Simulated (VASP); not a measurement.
# Hg: single point with PBE

The system is Hg.

```
Hg
1.0
     5.63515    0.00000    0.09925
     0.00000    5.57764    0.00000
    -2.62885    0.00000    4.67015
Hg
6
Cartesian
  -1.3144 2.7888 2.3351
  0.0000 0.0000 0.0000
  0.1258 0.0000 3.1465
  1.5661 2.7888 3.9580
  2.8805 5.5777 1.6229
  1.4402 2.7889 0.8114
```

- Program: VASP 6.6.1
- Task: single point
- Functional: PBE
- Potentials or basis: VASP PAW PBE potentials, release 64 (Hg)
- Cutoff: 520 eV
- k mesh: 4 × 4 × 4
- Occupations: fermi-dirac, width 0.05 eV
- Spin: no spin polarisation

| Quantity | Value |
| --- | --- |
| Pressure | 3.6 GPa |
| Band gap on the k mesh | zero (bands 36 and 37 overlap by 0.97 eV) |

Stress tensor (GPa, compression positive):
```
4.24 0.00 0.18
0.00 2.49 0.00
0.18 0.00 4.02
```

Levels at points of the mesh, in eV from the Fermi level:
```
           k point  band 34  band 35  band 36  band 37  band 38  band 39
(0.00, 0.00, 0.00)    -0.89    -0.89    -0.83    -0.83     1.60     1.60
(0.50, 0.00, 0.00)    -1.44    -1.44    -1.26     1.29     1.29     2.52
(0.00, 0.50, 0.00)    -0.13    -0.13    -0.13     1.93     1.93     1.93
(0.50, 0.50, 0.00)    -4.39    -0.81    -0.81     0.55     0.55     5.44
(0.00, 0.00, 0.50)    -2.04    -1.13    -1.13     1.20     1.20     2.36
(0.50, 0.00, 0.50)    -2.05    -1.13    -1.13     1.20     1.20     2.36
(0.00, 0.50, 0.50)    -4.44    -0.75    -0.75    -0.69    -0.69     6.07
(0.50, 0.50, 0.50)    -4.44    -0.75    -0.75    -0.70    -0.70     6.07
```

It took 4.3 min on 1 thread of Intel Xeon 8259CL, with other jobs on the host, peak memory 0.32 GiB.

Caveat: the cell stands under pressure; spin-orbit coupling is left out, which moves the levels of the heavy elements.
